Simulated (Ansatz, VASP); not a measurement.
## One calculation of GaN, two programs

INCAR

```
ALGO = Normal
EDIFF = 1E-6
ENCUT = 520
GGA = PS
ISIF = 2
ISMEAR = -1
LASPH = True
LCHARG = False
LREAL = False
LWAVE = False
NBANDS = 46
NELM = 60
PREC = Accurate
SIGMA = 0.05
```

The input KPOINTS:

```
k-points
0
Gamma
  10 10 3
```

POSCAR

```
GaN
1.0
    3.1899831921      0.0000000000      0.0000000000
   -1.5949915960      2.7626064820      0.0000000000
    0.0000000000      0.0000000000     10.2873289123
Ga N
4 4
Direct
    0.0000000000      0.0000000000      0.7858680000
    0.6666666667      0.3333333333      0.0373490000
    0.3333333333      0.6666666667      0.5373490000
    0.0000000000      0.0000000000      0.2858680000
    0.0000000000      0.0000000000      0.0930380000
    0.6666666667      0.3333333333      0.3437450000
    0.0000000000      0.0000000000      0.5930380000
    0.3333333333      0.6666666667      0.8437450000
```

Contents of input.yaml:

```yaml
crystal:
  lattice:
    - [3.1899831921, 0.0, 0.0]
    - [-1.594991596, 2.762606482, 0.0]
    - [0.0, 0.0, 10.2873289123]
  atoms:
    - { symbol: Ga, position: [0.0, 0.0, 0.785868] }
    - { symbol: Ga, position: [0.6666666667, 0.3333333333, 0.037349] }
    - { symbol: Ga, position: [0.3333333333, 0.6666666667, 0.537349] }
    - { symbol: Ga, position: [0.0, 0.0, 0.285868] }
    - { symbol: "N", position: [0.0, 0.0, 0.093038] }
    - { symbol: "N", position: [0.6666666667, 0.3333333333, 0.343745] }
    - { symbol: "N", position: [0.0, 0.0, 0.593038] }
    - { symbol: "N", position: [0.3333333333, 0.6666666667, 0.843745] }
hamiltonian:
  xc: pbesol
  pseudopotentials: { kind: paw }
kpoints:
  mp_grid: { grid: [10, 10, 3] }
scf:
  occupations: { method: fermi_dirac, width: 0.05 }
output:
  forces: true
  stress: true
  eigenvalues: true
  write_density: true
  write_potential: true
  elf: true
  volumetric_format: npy
```

Alike in both runs: task single point; functional PBEsol; k mesh 10 × 10 × 3; occupations fermi-dirac, width 0.05 eV; no spin polarisation.

|  | VASP | Ansatz |
| --- | --- | --- |
| version | VASP 6.6.1 | Ansatz 0.2.0 |
| potentials or method | VASP PAW PBE potentials, release 64 (Ga_d, N) | Ansatz PAW |
| plane-wave cutoff (eV) | 520 | 420 |
| valence electrons in the cell | 72 | 72 |

```tsv
	VASP	Ansatz	Ansatz less VASP
gap on the k mesh at the Fermi level (eV)	0.94	0.92	-0.013
least direct gap on the mesh (eV)	0.94	0.92	-0.013
pressure (GPa)	-2.9	-2.7	+0.19
traceless stress, the component that is largest in VASP (GPa)	4.92	4.86	-0.061
rms of the force components (eV/Å)	0.127	0.132	+0.0044
```

VASP's potentials were made for PBE, not for PBEsol. Atom by atom the forces differ by 0.009 eV/Å (rms over components).

Noted on Ansatz's run: odd divisions of the mesh miss points on the zone boundary, where band edges often lie, so the gap on the mesh can be too wide.
